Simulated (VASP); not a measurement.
Runs of VASP 6.6.1 on Sr. The structure is that of space group Im-3m (No. 229), or close to it. The cells are those of the table. 

```csv
cell,gap on the mesh (eV),pressure (GPa)
"a = 4.095 Å, angles 109.9, 109.9, 108.6°, 1 atom",none,(b)
"a = 4.074 Å, angles 109.5°, 1 atom",none,(a)
"a = 4.179 Å, angles 109.1, 109.1, 110.3°, 1 atom",none,-1.0
"a = 4.263 Å, angles 109.5°, 1 atom",none,-1.4
"a = 4.326 Å, angles 109.5°, 1 atom",none,-1.7
```

Alike in all rows: task single point; level PBEsol; potentials or basis VASP PAW PBE potentials, release 64 (Sr_sv); no spin polarisation; k mesh 14 × 14 × 14; cutoff (eV) 520; smearing gaussian 0.15 eV.

Task: Fill in the values left out.

Result: (a) -0.2; (b) -0.4.

Caveats: the PAW data sets were made with another functional, which shifts forces and pressure a little.

A k mesh can miss the band edges, and the runs leave out spin-orbit coupling on Sr.

A gap of «none» marks levels without a gap at the run's occupations.
